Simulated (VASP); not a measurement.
**BP: electric field gradients with PBE**

Crystal: BP.

```xyz
2
Lattice="0.0000 2.2357 2.3371 2.2357 0.0000 2.3371 2.2357 2.2357 0.0000" Properties=species:S:1:pos:R:3 pbc="T T T"
B     0.0000    0.0000    0.0000
P     3.3536    3.3536    3.5056
```

This cell differs from its parent crystal: z stretched by +3 % at fixed volume.

```yaml
Program: VASP 6.6.1
Task: electric field gradients
Functional: PBE
Potentials_or_basis: VASP PAW PBE potentials, release 64 (B, P)
Cutoff: 520 eV
k_mesh: 12 × 12 × 12
Occupations: fermi-dirac, width 0.08 eV
Spin: no spin polarisation
Dipole_correction: no
Further_INCAR_settings: ALGO = Normal; EDIFF = 1e-08; NBANDS = 11
```

- Pressure: 0.9 GPa
- Band gap on the k mesh: 0.90 eV, indirect (least direct gap 3.18 eV)

Stress tensor (GPa, compression positive):
```
 5.07  0.00  0.00
 0.00  5.07  0.00
 0.00  0.00 -7.53
```

Levels at points of the mesh, in eV from the valence-band top:
| k point | band 1 | band 2 | band 3 | band 4 | band 5 | band 6 | band 7 | band 8 | band 9 |
| --- | --- | --- | --- | --- | --- | --- | --- | --- | --- |
| (0.00, 0.00, 0.00) | -15.61 | -0.46 | 0.00 | 0.00 | 3.18 | 3.18 | 3.42 | 7.18 | 11.30 |
| (0.50, 0.00, 0.00) | -12.29 | -9.19 | -2.20 | -1.62 | 3.36 | 4.62 | 4.78 | 9.99 | 14.21 |
| (0.50, 0.50, 0.00) | -11.05 | -8.99 | -3.95 | -3.95 | 1.51 | 1.93 | 11.97 | 11.97 | 14.72 |
| (0.50, 0.00, 0.50) | -10.61 | -8.60 | -4.46 | -4.37 | 1.03 | 1.30 | 11.43 | 12.35 | 14.92 |

Electric field gradients, principal values (V/Å²):
```csv
atom,least,middle,greatest (by size)
1 B,-0.159,-0.159,0.318
2 P,-1.196,-1.197,2.393
```

Wall time 44 s on 1 thread of Intel Xeon 8259CL, with other jobs on the host, peak memory 0.17 GiB.

Caveat: without QUAD_EFG the Cq values of the log hold for a quadrupole moment of 1 mb, not for the nuclei. A k mesh can miss the band edges.
